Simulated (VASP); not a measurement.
# SnO (P4/nmm) in VASP: further runs, part 2 of 2

VASP 6.6.1. Earlier steps stand in the parts before.

### Step 4. Single point, PBE, non-collinear spin, zero start, spin-orbit coupling

Contents of INCAR:

```
PREC = Accurate
ENCUT = 520
EDIFF = 1E-7
ISMEAR = 0
SIGMA = 0.05
LREAL = False
LASPH = True
NELM = 150
ALGO = Normal
ISIF = 2
LWAVE = False
LCHARG = False
MAGMOM = 0 0 0 0 0 0 0 0 0 0 0 0
LORBIT = 11
LSORBIT = True
GGA_COMPAT = False
LORBMOM = True
GGA = PE
NBANDS = 54
```

Contents of KPOINTS:

```
regular mesh
0
Gamma
  8 8 6
```

Contents of POSCAR:

```
SnO
1.0
    3.8357913670      0.0000000000      0.0000000000
    0.0000000000      3.8357913670      0.0000000000
    0.0000000000      0.0000000000      4.7511721913
Sn O
2 2
Direct
    0.0000000000      0.5000000000      0.2435694544
    0.5000000000      0.0000000000      0.7564305456
    0.0000000000      0.0000000000      0.0000000000
    0.5000000000      0.5000000000      0.0000000000
```

Potentials or basis: VASP PAW PBE potentials, release 64 (Sn_d, O).

Command:

```
$ cat potpaw_PBE.64/Sn_d/POTCAR potpaw_PBE.64/O/POTCAR > POTCAR
$ mpirun -np 1 vasp_ncl > vasp.out
```

OUTCAR:

```text
PREC = Accurate
   ENCUT = 520
   EDIFF = 1E-7
   ISMEAR = 0
   LREAL = False
   LASPH = True
   NELM = 150
   ISIF = 2
   LORBIT = 11
   LSORBIT = True
   GGA = PE

 ion  position               nearest neighbor table
   1  0.000  0.500  0.244-   3 2.24   4 2.24   3 2.24   4 2.24   2 3.57   2 3.57   2 3.57   2 3.57
                             2 3.65   2 3.65   2 3.65   2 3.65
   2  0.500  0.000  0.756-   3 2.24   4 2.24   4 2.24   3 2.24   1 3.57   1 3.57   1 3.57   1 3.57
                             1 3.65   1 3.65   1 3.65   1 3.65
   3  0.000  0.000  0.000-   1 2.24   2 2.24   1 2.24   2 2.24
   4  0.500  0.500  0.000-   1 2.24   2 2.24   2 2.24   1 2.24

  LATTYP: Found a simple tetragonal cell.
 ALAT       =     3.8357913670
 C/A-ratio  =     1.2386419742

  Lattice vectors:

 A1 = (   3.8357913670,   0.0000000000,   0.0000000000)
 A2 = (   0.0000000000,   3.8357913670,   0.0000000000)
 A3 = (   0.0000000000,   0.0000000000,   4.7511721913)

Analysis of symmetry for initial positions (statically):
=====================================================================
 Subroutine PRICEL returns:
 Original cell was already a primitive cell.

 Routine SETGRP: Setting up the symmetry group for a
 simple tetragonal supercell.

 Subroutine GETGRP returns: Found 16 space group operations
 (whereof  8 operations were pure point group operations)
 out of a pool of 16 trial point group operations.

The static configuration has the point symmetry D_2d.
 The point group associated with its full space group is D_4h.

Analysis of symmetry for dynamics (positions and initial velocities):
=====================================================================
 Subroutine PRICEL returns:
 Original cell was already a primitive cell.

 Routine SETGRP: Setting up the symmetry group for a
 simple tetragonal supercell.

 Subroutine GETGRP returns: Found 16 space group operations
 (whereof  8 operations were pure point group operations)
 out of a pool of 16 trial point group operations.

The dynamic configuration has the point symmetry D_2d.
 The point group associated with its full space group is D_4h.

Analysis of structural, dynamic, and magnetic symmetry:
=====================================================================
 Subroutine PRICEL returns:
 Original cell was already a primitive cell.

 Routine SETGRP: Setting up the symmetry group for a
 simple tetragonal supercell.

 Subroutine GETGRP returns: Found 16 space group operations
 (whereof  8 operations were pure point group operations)
 out of a pool of 16 trial point group operations.

The overall configuration has the point symmetry D_2d.
 The point group associated with its full space group is D_4h.

 Subroutine INISYM returns: Found 16 space group operations
 (whereof  8 operations are pure point group operations),
 and found     1 'primitive' translations

[... 1484 lines left out ...]

  FORCE on cell =-STRESS in cart. coord.  units (eV):
  Direction    XX          YY          ZZ          XY          YZ          ZX
  --------------------------------------------------------------------------------------
  -------------------------------------------------------------------------------------
  Total        1.0550044      1.0550044      1.1159131      0.0000000      0.0000000      0.0000000
  in kB       24.1798790     24.1798790     25.5758581      0.0000000      0.0000000      0.0000000
  external PRESSURE =      24.6452054 kB  Pullay stress =       0.0000000 kB

 VOLUME and BASIS-vectors are now :
 -----------------------------------------------------------------------------
  energy-cutoff  :      520.00
  volume of cell :       69.91
      direct lattice vectors                 reciprocal lattice vectors
     3.835791367  0.000000000  0.000000000     0.260702396  0.000000000  0.000000000
     0.000000000  3.835791367  0.000000000     0.000000000  0.260702396  0.000000000
     0.000000000  0.000000000  4.751172191     0.000000000  0.000000000  0.210474376

 POSITION                                       TOTAL-FORCE (eV/Angst)
 -----------------------------------------------------------------------------------
      0.00000      1.91790      1.15724        -0.000000      0.000000      0.101373
      1.91790      0.00000      3.59393         0.000000      0.000000     -0.101373
      0.00000      0.00000      0.00000        -0.000000     -0.000000      0.000000
      1.91790      1.91790      0.00000        -0.000000      0.000000      0.000000
 -----------------------------------------------------------------------------------
    total drift:                                0.000000      0.000000      0.000000

  FREE ENERGIE OF THE ION-ELECTRON SYSTEM (eV)
  ---------------------------------------------------
  free  energy   TOTEN  =       -22.7631624455 eV

  energy  without entropy=      -22.7626877370  energy(sigma->0) =      -22.76292509

 orbital moment (x)

 # of ion     p       d       tot
 ----------------------------------------
  1         0.000  -0.000  -0.000
  2         0.000  -0.000  -0.000
  3         0.000   0.000   0.000
  4         0.000   0.000   0.000
 ----------------------------------------
            0.000  -0.000  -0.000

 orbital moment (y)

 # of ion     p       d       tot
 ----------------------------------------
  1         0.000   0.000   0.000
  2        -0.000  -0.000  -0.000
  3        -0.000   0.000  -0.000
  4        -0.000   0.000  -0.000
 ----------------------------------------
           -0.000  -0.000  -0.000

 orbital moment (z)

 # of ion     p       d       tot
 ----------------------------------------
  1         0.000   0.000   0.000
  2         0.000   0.000   0.000
  3         0.000   0.000   0.000
  4         0.000   0.000   0.000
 ----------------------------------------
            0.000   0.000   0.000

 Spin-Orbit-Coupling matrix elements

 Ion:    1  E_soc:     -0.0767227
 l=   1
     0.0000000    -0.0074201    -0.0055512
    -0.0074201     0.0000000    -0.0074201
    -0.0055512    -0.0074201     0.0000000
 l=   2
     0.0000000    -0.0012063     0.0000000    -0.0012063    -0.0047381
    -0.0012063     0.0000000    -0.0036469    -0.0011744    -0.0011756
     0.0000000    -0.0036469     0.0000000    -0.0036469     0.0000000
    -0.0012063    -0.0011744    -0.0036469     0.0000000    -0.0011756
    -0.0047381    -0.0011756     0.0000000    -0.0011756     0.0000000
 l=   3
     0.0000000     0.0000000     0.0000000     0.0000000     0.0000000     0.0000000     0.0000000
     0.0000000     0.0000000     0.0000000     0.0000000     0.0000000     0.0000000     0.0000000
     0.0000000     0.0000000     0.0000000     0.0000000     0.0000000     0.0000000     0.0000000
     0.0000000     0.0000000     0.0000000     0.0000000     0.0000000     0.0000000     0.0000000
[... 49 lines left out ...]
 l=   2
     0.0000000     0.0000000     0.0000000     0.0000000     0.0000000
     0.0000000     0.0000000     0.0000000     0.0000000     0.0000000
     0.0000000     0.0000000     0.0000000     0.0000000     0.0000000
     0.0000000     0.0000000     0.0000000     0.0000000     0.0000000
     0.0000000     0.0000000     0.0000000     0.0000000     0.0000000
 l=   3
     0.0000000     0.0000000     0.0000000     0.0000000     0.0000000     0.0000000     0.0000000
     0.0000000     0.0000000     0.0000000     0.0000000     0.0000000     0.0000000     0.0000000
     0.0000000     0.0000000     0.0000000     0.0000000     0.0000000     0.0000000     0.0000000
     0.0000000     0.0000000     0.0000000     0.0000000     0.0000000     0.0000000     0.0000000
     0.0000000     0.0000000     0.0000000     0.0000000     0.0000000     0.0000000     0.0000000
     0.0000000     0.0000000     0.0000000     0.0000000     0.0000000     0.0000000     0.0000000
     0.0000000     0.0000000     0.0000000     0.0000000     0.0000000     0.0000000     0.0000000

 total charge

# of ion       s       p       d       tot
------------------------------------------
    1        1.254   0.785  10.071  12.110
    2        1.254   0.785  10.071  12.110
    3        1.577   3.427   0.000   5.004
    4        1.577   3.427   0.000   5.004
--------------------------------------------------
tot          5.662   8.424  20.143  34.229

 magnetization (x)

# of ion       s       p       d       tot
------------------------------------------
    1        0.000   0.000   0.000   0.000
    2        0.000   0.000   0.000   0.000
    3        0.000   0.000   0.000   0.000
    4        0.000  -0.000   0.000  -0.000
--------------------------------------------------
tot          0.000  -0.000   0.000  -0.000

 magnetization (y)

# of ion       s       p       d       tot
------------------------------------------
    1        0.000   0.000   0.000   0.000
    2        0.000   0.000  -0.000   0.000
    3       -0.000   0.000   0.000  -0.000
    4       -0.000   0.000   0.000  -0.000
--------------------------------------------------
tot         -0.000   0.000  -0.000   0.000

 magnetization (z)

# of ion       s       p       d       tot
------------------------------------------
    1        0.000   0.000   0.000   0.000
    2        0.000   0.000   0.000   0.000
    3        0.000  -0.000   0.000  -0.000
    4        0.000   0.000   0.000   0.000
--------------------------------------------------
tot          0.000  -0.000   0.000  -0.000
```

OSZICAR:

```text
N       E                     dE             d eps       ncg     rms          rms(c)
DAV:   1     0.525089621696E+03    0.52509E+03   -0.18343E+04  7270   0.229E+03
DAV:   2     0.820731966535E+02   -0.44302E+03   -0.41497E+03  6552   0.677E+02
DAV:   3    -0.180652819409E+02   -0.10014E+03   -0.95545E+02  7202   0.236E+02
DAV:   4    -0.261952277240E+02   -0.81299E+01   -0.79860E+01  7672   0.725E+01
DAV:   5    -0.264369244000E+02   -0.24170E+00   -0.24120E+00  7214   0.132E+01    0.116E+01
DAV:   6    -0.227472206206E+02    0.36897E+01   -0.10898E+01 10446   0.486E+01    0.497E+00
DAV:   7    -0.227815034896E+02   -0.34283E-01   -0.21693E+00  7128   0.963E+00    0.253E+00
DAV:   8    -0.227717716928E+02    0.97318E-02   -0.31194E-01  8504   0.412E+00    0.862E-01
DAV:   9    -0.227621931170E+02    0.95786E-02   -0.38145E-02 10436   0.277E+00    0.271E-01
DAV:  10    -0.227628673943E+02   -0.67428E-03   -0.68676E-03  7702   0.836E-01    0.153E-01
DAV:  11    -0.227633210191E+02   -0.45362E-03   -0.99049E-04  9344   0.277E-01    0.102E-01
DAV:  12    -0.227631567231E+02    0.16430E-03   -0.60175E-04  8684   0.325E-01    0.152E-02
DAV:  13    -0.227631658294E+02   -0.91064E-05   -0.10389E-04  7024   0.670E-02    0.205E-02
DAV:  14    -0.227631634985E+02    0.23309E-05   -0.62348E-06  9858   0.242E-02    0.939E-03
DAV:  15    -0.227631623853E+02    0.11132E-05   -0.39123E-06  9420   0.204E-02    0.298E-03
DAV:  16    -0.227631624455E+02   -0.60139E-07   -0.63168E-07  7120   0.722E-03
   1 F= -.22763162E+02 E0= -.22762925E+02  d E =-.474708E-03  mag=     0.0000     0.0000     0.0000
```

stdout:

```text
POSCAR found type information on POSCAR SnO
 POSCAR found :  2 types and       4 ions
 scaLAPACK will be used
 LDA part: xc-table for (Slater+PW92), standard interpolation
 POSCAR, INCAR and KPOINTS ok, starting setup
 FFT: planning ... GRIDC
 FFT: planning ... GRID_SOFT
 FFT: planning ... GRID
 WAVECAR not read
 entering main loop
```

Run time: 5.7 min. Hardware: 1 thread of Oxide Virtual Turin-like, shared host; peak memory 0.46 GiB.

Results:

```yaml
Free_energy: -22.7632 eV
Pressure: 2.5 GPa
Largest_force: 0.101 eV/Å
Net_moment: 0.00 μB per cell
Valence_electrons_inside_the_program's_atomic_spheres: Sn 12.11; O 5.00
```

Forces on the atoms (eV/Å):
```
Sn   0.000  0.000  0.101
Sn   0.000  0.000 -0.101
O    0.000  0.000  0.000
O    0.000  0.000  0.000
```

Stress tensor (GPa, compression positive):
```
2.42 0.00 0.00
0.00 2.42 0.00
0.00 0.00 2.56
```

Moments on the atoms (μB; x, y, z):
```
Sn  0.00 0.00 0.00
Sn  0.00 0.00 0.00
O   0.00 0.00 0.00
O   0.00 0.00 0.00
```

### Step 5. The runs side by side

```tsv
cell	k mesh	pressure (GPa)	moment (μB)	largest force (eV/Å)
a = 3.836, b = 3.836, c = 4.751 Å, 4 atoms	6 × 6 × 4	2.5	0.00	0.11
a = 3.899, b = 3.899, c = 4.829 Å, 4 atoms	6 × 6 × 4	-1.8	0.00	0.52
a = 3.836, b = 3.836, c = 4.751 Å, 4 atoms	8 × 8 × 6	2.5	0.00	0.10
```

Alike in all rows: task single point; level PBE; potentials or basis VASP PAW PBE potentials, release 64 (Sn_d, O); spin non-collinear, zero start, SOC; cutoff (eV) 520; smearing gaussian 0.05 eV.

Absolute energies hang on the potentials; compare differences alone.
